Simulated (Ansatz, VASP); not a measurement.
## Two plane-wave programs on Pb

```
CELL_PARAMETERS angstrom
0.00000 2.44157 2.44157
2.44157 0.00000 2.44157
2.44157 2.44157 0.00000
ATOMIC_POSITIONS crystal
Pb 0.00000 0.00000 0.00000
```

Alike in both runs: task single point; functional revPBE; dispersion D3(BJ); k mesh 9 × 9 × 9; occupations fermi-dirac, width 0.05 eV; no spin polarisation.

```csv
,VASP,Ansatz
version,VASP 6.6.1,Ansatz 0.2.0
potentials or method,"VASP PAW PBE potentials, release 64 (Pb_d)",Ansatz PAW
plane-wave cutoff (eV),520,420
valence electrons in the cell,14,14
```

VASP gave:

| Property | Result |
| --- | --- |
| gap on the k mesh at the Fermi level (eV) | none |
| pressure (GPa) | 1.4 |

Q: Which values does Ansatz return?

A: gap on the k mesh at the Fermi level (eV): none; pressure (GPa): 1.5.

VASP's potentials were made for PBE, not for revPBE. A gap of «none» marks a metal or a gap that the smearing closes.

Spin-orbit coupling is off throughout.
